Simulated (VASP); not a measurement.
# Mo (Im-3m) in VASP: notebook

Runs on Mo. Level: PBE. Tasks: single point.

Everything below comes from runs of VASP 6.6.1. Logs are shortened: lines on timing, memory, paths and dates and some standing lists are left out, and cuts for length are marked.

### Step 1. The cell of the first run

The structure is cubic, space group Im-3m (No. 229). The conventional cell has a = 3.183 Å, b = 3.183 Å, c = 3.183 Å, α = 90.00°, β = 90.00°, γ = 90.00°. Within 3.6 Å of Mo (site symmetry m-3m) lie 14 Mo at 2.76 to 3.18 Å.

### Step 2. Single point, PBE

INCAR reads:

```
SYSTEM = Mo
ALGO = Normal ; EDIFF = 1E-7
ENCUT = 520 ; GGA = PE
ISIF = 2 ; ISMEAR = -1
LASPH = .True. ; LCHARG = .True.
LELF = .True. ; LREAL = .False.
LVHAR = .True. ; LWAVE = .False.
NBANDS = 13 ; NELM = 80
PREC = Accurate ; SIGMA = 0.05
```

KPOINTS reads:

```
k-points
0
Gamma
  16 16 16
  0 0 0
```

POSCAR reads:

```
Mo
1.0
   -1.5916734234      1.5916734234      1.5916734234
    1.5916734234     -1.5916734234      1.5916734234
    1.5916734234      1.5916734234     -1.5916734234
Mo
1
Direct
    0.0000000000      0.0000000000      0.0000000000
```

Potentials or basis: VASP PAW PBE potentials, release 64 (Mo_sv).

Run with:

```bash
$ cat potpaw_PBE.64/Mo_sv/POTCAR > POTCAR
$ mpirun -np 1 vasp_std > vasp.out
```

OUTCAR:

```text
SYSTEM = Mo
   EDIFF = 1E-7
   ENCUT = 520
   GGA = PE
   ISIF = 2
   ISMEAR = -1
   LASPH = .True.
   LREAL = .False.
   NELM = 80
   PREC = Accurate

 ion  position               nearest neighbor table
   1  0.000  0.000  0.000-

  LATTYP: Found a body centered cubic cell.
 ALAT       =     3.1833468468

  Lattice vectors:

 A1 = (  -1.5916734234,   1.5916734234,   1.5916734234)
 A2 = (   1.5916734234,  -1.5916734234,   1.5916734234)
 A3 = (   1.5916734234,   1.5916734234,  -1.5916734234)

Analysis of symmetry for initial positions (statically):
=====================================================================
 Subroutine PRICEL returns:
 Original cell was already a primitive cell.

 Routine SETGRP: Setting up the symmetry group for a
 body centered cubic supercell.

 Subroutine GETGRP returns: Found 48 space group operations
 (whereof 48 operations were pure point group operations)
 out of a pool of 48 trial point group operations.

The static configuration has the point symmetry O_h .

Analysis of symmetry for dynamics (positions and initial velocities):
=====================================================================
 Subroutine PRICEL returns:
 Original cell was already a primitive cell.

 Routine SETGRP: Setting up the symmetry group for a
 body centered cubic supercell.

 Subroutine GETGRP returns: Found 48 space group operations
 (whereof 48 operations were pure point group operations)
 out of a pool of 48 trial point group operations.

The dynamic configuration has the point symmetry O_h .

 Subroutine INISYM returns: Found 48 space group operations
 (whereof 48 operations are pure point group operations),
 and found     1 'primitive' translations

----------------------------------------------------------------------------------------

                                     Primitive cell

  volume of cell :      16.1295

  direct lattice vectors                    reciprocal lattice vectors
    -1.591673423  1.591673423  1.591673423     0.000000000  0.314134792  0.314134792
     1.591673423 -1.591673423  1.591673423     0.314134792  0.000000000  0.314134792
     1.591673423  1.591673423 -1.591673423     0.314134792  0.314134792  0.000000000

  length of vectors
     2.756859238  2.756859238  2.756859238     0.444253683  0.444253683  0.444253683

  position of ions in fractional coordinates (direct lattice)
     0.000000000  0.000000000  0.000000000

  ion indices of the primitive-cell ions
   primitive index   ion index
                 1           1

----------------------------------------------------------------------------------------

 KPOINTS: k-points

Automatic generation of k-mesh.
 Grid dimensions read from file:
 generate k-points for:   16   16   16

 Generating k-lattice:

  Cartesian coordinates                     Fractional coordinates (reciprocal lattice)
     0.000000000  0.019633425  0.019633425     0.062500000  0.000000000  0.000000000
     0.019633425  0.000000000  0.019633425     0.000000000  0.062500000  0.000000000
     0.019633425  0.019633425  0.000000000     0.000000000  0.000000000  0.062500000

  Length of vectors
     0.027765855  0.027765855  0.027765855

  Shift w.r.t. Gamma in fractional coordinates (k-lattice)
     0.000000000  0.000000000  0.000000000

 Subroutine IBZKPT returns following result:
 ===========================================

 Found    145 irreducible k-points:

 Following reciprocal coordinates:
            Coordinates               Weight
  0.000000  0.000000  0.000000      1.000000
  0.062500  0.000000  0.000000     12.000000
  0.125000  0.000000  0.000000     12.000000
  0.187500  0.000000  0.000000     12.000000
  0.250000  0.000000  0.000000     12.000000
  0.312500  0.000000  0.000000     12.000000
[... 16 lines left out ...]
  0.187500  0.187500  0.000000     24.000000
  0.250000  0.187500 -0.000000     48.000000
 [... further k-points ...]
   k-points           NKPTS =    145   k-points in BZ     NKDIM =    145   number of bands    NBANDS=     13
   number of dos      NEDOS =    301   number of ions     NIONS =      1
   total plane-waves  NPLWV =  13824
   dimension x,y,z NGX =    24 NGY =   24 NGZ =   24
   dimension x,y,z NGXF=    48 NGYF=   48 NGZF=   48
   ions per type =               1
   NGX,Y,Z   is equivalent  to a cutoff of  14.47, 14.47, 14.47 a.u.
   NGXF,Y,Z  is equivalent  to a cutoff of  28.95, 28.95, 28.95 a.u.
 SYSTEM =  Mo
   PREC   = accura    normal or accurate (medium, high low for compatibility)
   ISTART =      0    job   : 0-new  1-cont  2-samecut
   ICHARG =      2    charge: 1-file 2-atom 10-const
   ISPIN  =      1    spin polarized calculation?
   LNONCOLLINEAR =      F non collinear calculations
   LSORBIT =      F    spin-orbit coupling
   LASPH  =      T    aspherical Exc in radial PAW
   ENCUT  =  520.0 eV  38.22 Ry    6.18 a.u.   5.13  5.13  5.13*2*pi/ulx,y,z
   NELM   =     80;   NELMIN=  2; NELMDL= -5     # of ELM steps
   EDIFF  = 0.1E-06   stopping-criterion for ELM
   LREAL  =      F    real-space projection
   EDIFFG = 0.1E-05   stopping-criterion for IOM
   NSW    =      0    number of steps for IOM
   IBRION =     -1    ionic relax: 0-MD 1-quasi-New 2-CG
   NFREE  =      0    steps in history (QN), initial steepest desc. (CG)
   ISIF   =      2    stress and relaxation
   ISYM   =      2    0-nonsym 1-usesym 2-fastsym
   POTIM  = 0.5000    time-step for ionic-motion
   TEBEG  =    0.0;   TEEND  =   0.0 temperature during run
   PSTRESS=    0.0 pullay stress
   NELECT =      14.0000    total number of electrons
   NUPDOWN=      -1.0000    fix difference up-down
   EMIN   =  10.00;   EMAX   =-10.00  energy-range for DOS
   EFERMI =   0.00;   METHOD = LEGACY
   ISMEAR =    -1;   SIGMA  =   0.05  broadening in eV -4-tet -1-fermi 0-gaus
   EFERMI_NEDOS =   21; number of points for ismear=-14 and -15
   IALGO  =     38    algorithm
   IMIX   =      4    mixing-type and parameters
     AMIX     =   0.40;   BMIX     =  1.00
     AMIX_MAG =   1.60;   BMIX_MAG =  1.00
  volume/ion in A,a.u.               =      16.13       108.85
  Fermi-wavevector in a.u.,A,eV,Ry     =   1.561625  2.951044 33.180175  2.438674
  Thomas-Fermi vector in A             =   2.664663
   LORBIT       =      0    0 simple, 1 ext, 2 COOP (PROOUT), +10 PAW based schemes
   GGA     = PE    functional components
   LHFCALC =     F    Hartree Fock is set to
   AEXX    =    0.0000 exact exchange contribution
   IVDW    =     0    specifies the selected vdW correction
   LEPSILON=     F    determine dielectric tensor
   LRPA    =     F    only Hartree local field effects (RPA)
 non-spin polarized calculation
  energy-cutoff  :      520.00
  volume of cell :       16.13
 maximum number of plane-waves:       466
 NGX is ok and might be reduce to    24

 number of electron      14.0000001 magnetization

 Free energy of the ion-electron system (eV)
  ---------------------------------------------------
  ext. energy  EPLUGINS =         0.00000000
  ---------------------------------------------------
  free energy    TOTEN  =       -10.93719758 eV

  energy without entropy =      -10.93295714  energy(sigma->0) =      -10.93507736

 E-fermi :  12.0851     XC(G=0): -13.2135

 val. band max:       12.0547814402   @ k =  -0.1875   0.1875   0.1875
 cond. band min:      12.0858736290   @ k =  -0.1875   0.1875   0.0625
 fundamental gap:      0.0310921888
 Fermi energy:        12.0850741149

 k-point     1 :       0.0000    0.0000    0.0000
  band No.  band energies     occupation
      1     -49.1780      2.00000
      2     -22.5134      2.00000
      3     -22.5134      2.00000
      4     -22.5134      2.00000
      5       4.9654      2.00000
      6      10.7935      2.00000
      7      10.7935      2.00000
      8      10.7935      2.00000
      9      13.7039      0.00000
     10      13.7039      0.00000
     11      26.8771      0.00000
     12      26.8771      0.00000
     13      26.8771      0.00000

 k-point     2 :       0.0625    0.0000    0.0000
  band No.  band energies     occupation
      1     -49.1693      2.00000
      2     -22.5649      2.00000
      3     -22.5294      2.00000
      4     -22.5137      2.00000
      5       5.1326      2.00000
      6      10.7005      2.00000
      7      10.7783      2.00000
      8      10.9489      2.00000
      9      13.5686      0.00000
     10      13.7066      0.00000
     11      26.9990      0.00000
     12      27.1579      0.00000
     13      27.1918      0.00000

 k-point     3 :       0.1250    0.0000    0.0000
  band No.  band energies     occupation
      1     -49.1444      2.00000
      2     -22.7098      2.00000
      3     -22.5746      2.00000
      4     -22.5147      2.00000
      5       5.6044      2.00000
      6      10.4469      2.00000
      7      10.7076      2.00000
      8      11.4073      2.00000
      9      13.2937      0.00000
     10      13.7224      0.00000
     11      27.2613      0.00000
     12      27.9180      0.00000
     13      27.9709      0.00000
[... 305 lines left out ...]
 k-point    23 :       0.1875    0.1875    0.0000
  band No.  band energies     occupation
      1     -49.0076      2.00000
      2     -23.3802      2.00000
      3     -22.8189      2.00000
      4     -22.6059      2.00000
      5       7.8508      2.00000
      6       9.5287      2.00000
      7       9.9619      2.00000
      8      12.9439      0.00000
      9      14.2880      0.00000
     10      15.1315      0.00000
     11      26.2251      0.00000
     12      27.3691      0.00000
     13      30.7207      0.00000

 k-point    24 :       0.2500    0.1875   -0.0000
  band No.  band energies     occupation
      1     -48.9722      2.00000
      2     -23.5076      2.00000
      3     -22.9249      2.00000
      4     -22.6227      2.00000
      5       8.0378      2.00000
      6       9.2997      2.00000
      7      10.3198      2.00000
      8      13.1558      0.00000
      9      14.4126      0.00000
     10      16.5255      0.00000
     11      25.0146      0.00000
     12      26.4584      0.00000
     13      29.3026      0.00000

 [... further k-points ...]
[... 5 lines left out ...]
  --------------------------------------------------------------------------------------
  -------------------------------------------------------------------------------------
  Total       -0.5009329     -0.5009329     -0.5009329      0.0000000      0.0000000     -0.0000000
  in kB      -49.7586105    -49.7586105    -49.7586105      0.0000000      0.0000000     -0.0000000
  external PRESSURE =     -49.7586105 kB  Pullay stress =       0.0000000 kB

 VOLUME and BASIS-vectors are now :
 -----------------------------------------------------------------------------
  energy-cutoff  :      520.00
  volume of cell :       16.13
      direct lattice vectors                 reciprocal lattice vectors
    -1.591673423  1.591673423  1.591673423     0.000000000  0.314134792  0.314134792
     1.591673423 -1.591673423  1.591673423     0.314134792  0.000000000  0.314134792
     1.591673423  1.591673423 -1.591673423     0.314134792  0.314134792  0.000000000

 POSITION                                       TOTAL-FORCE (eV/Angst)
 -----------------------------------------------------------------------------------
      0.00000      0.00000      0.00000        -0.000000      0.000000     -0.000000
 -----------------------------------------------------------------------------------
    total drift:                                0.000000      0.000000      0.000000

  FREE ENERGIE OF THE ION-ELECTRON SYSTEM (eV)
  ---------------------------------------------------
  free  energy   TOTEN  =       -10.9371975809 eV

  energy  without entropy=      -10.9329571375  energy(sigma->0) =      -10.93507736
```

Wall time 15 s (1 thread of Intel Xeon 6975P-C, shared host); peak memory 0.16 GiB.

Results:

```
Free energy            : -10.9372 eV
Pressure               : -5.0 GPa
Band gap on the k mesh : zero (band 7 reaches 15.90 eV, above the bottom of band 8 at 10.79 eV)
```

### Step 3. Single point, PBE

INCAR reads:

```
SYSTEM = Mo
PREC     = Accurate       ! precision mode
ENCUT    = 520            ! plane-wave cutoff, eV
EDIFF    = 1E-6           ! SCF threshold, eV
ISMEAR   = -1             ! smearing method
SIGMA    = 0.05           ! smearing width, eV
LREAL    = .False.        ! projectors in reciprocal space
LASPH    = .True.         ! aspherical terms in the spheres
NELM     = 60             ! most SCF steps
ALGO     = Normal         ! electronic algorithm
ISIF     = 2              ! what is computed and relaxed
LWAVE    = .False.        ! write WAVECAR
LCHARG   = .True.         ! write CHGCAR
GGA      = PE             ! functional
LELF     = .True.         ! ELF
LVHAR    = .True.       
ISYM     = 0            
NBANDS   = 13             ! bands
```

KPOINTS reads:

```
Automatic mesh
0
Gamma
  16 16 16
  0 0 0
```

POSCAR is that of step 2.

Potentials or basis: VASP PAW PBE potentials, release 64 (Mo_sv).

Run with:

```bash
$ cat potpaw_PBE.64/Mo_sv/POTCAR > POTCAR
$ mpirun -np 1 vasp_std > vasp.out
```

Wall time 3.6 min (1 thread of Intel Xeon Platinum 8488C (Sapphire Rapids), shared host); peak memory 0.5 GiB.

The run converged. Its results:

- Free energy: -10.9372 eV
- Pressure: -5.0 GPa
- Band gap on the k mesh: zero (band 7 reaches 15.90 eV, above the bottom of band 8 at 10.79 eV)

Levels at points of the mesh, in eV from the Fermi level:
```csv
k point,band 3,band 4,band 5,band 6,band 7,band 8,band 9,band 10,band 11,band 12
"(0.00, 0.00, 0.00)",-34.60,-34.60,-7.12,-1.29,-1.29,-1.29,1.62,1.62,14.79,14.79
"(0.50, 0.00, 0.00)",-35.00,-34.61,-5.13,-3.24,1.52,1.63,2.23,4.54,11.18,11.90
"(0.00, 0.50, 0.00)",-35.00,-34.61,-5.13,-3.24,1.52,1.63,2.23,4.54,11.18,11.90
"(0.00, 0.00, 0.50)",-35.00,-34.61,-5.13,-3.24,1.52,1.63,2.23,4.54,11.18,11.90
"(0.50, 0.00, 0.50)",-35.00,-34.61,-5.13,-3.24,1.52,1.63,2.23,4.54,11.18,11.90
"(0.50, 0.50, 0.00)",-35.00,-34.61,-5.13,-3.24,1.52,1.63,2.23,4.54,11.18,11.90
"(0.00, 0.50, 0.50)",-35.00,-34.61,-5.13,-3.24,1.52,1.63,2.23,4.54,11.18,11.90
"(0.50, 0.50, 0.50)",-35.48,-35.48,-5.19,-5.19,3.82,3.82,3.82,8.84,8.84,8.84
```
